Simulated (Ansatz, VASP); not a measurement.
**One calculation of Mg2ZnS3, two programs**

```
Mg Zn S
1.0
    -1.98187    1.98187    8.43808
     1.98187   -1.98187    8.43808
     1.98187    1.98187   -8.43808
Mg Zn S
2 1 3
Direct
  0.83611 0.83611 0.00000
  0.16389 0.16389 0.00000
  0.50000 0.50000 0.00000
  0.42194 0.92194 0.50000
  0.07806 0.57806 0.50000
  0.75000 0.25000 0.50000
```

Alike in both runs: task relaxation of cell and atoms; functional PBE; k mesh 8 × 8 × 8; occupations gaussian, width 0.02 eV; no spin polarisation.

|  | VASP | Ansatz |
| --- | --- | --- |
| version | VASP 6.6.1 | Ansatz 0.2.0 |
| potentials or method | VASP PAW PBE potentials, release 64 (Mg, Zn, S), cutoff 600 eV | scalar-relativistic, plane waves, PAW |
| valence electrons in the cell | 34 | 50 |

Ansatz gave:

| Item | Value |
| --- | --- |
| gap on the k mesh at the Fermi level, each at its own relaxed structure (eV) | 2.78 |
| relaxed volume (Å³/atom) | 22.10 |
| relaxed length of the cell vector where the two differ most in proportion (Å) | 8.891 |

**Question.** Estimate VASP's values.

**Answer.** gap on the k mesh at the Fermi level, each at its own relaxed structure (eV): 2.78; relaxed volume (Å³/atom): 22.08; relaxed length of the cell vector where the two differ most in proportion (Å): 8.891.

VASP's potentials hold 34 valence electrons a cell and Ansatz's 50, so a difference there can come from the potentials and not from the codes.
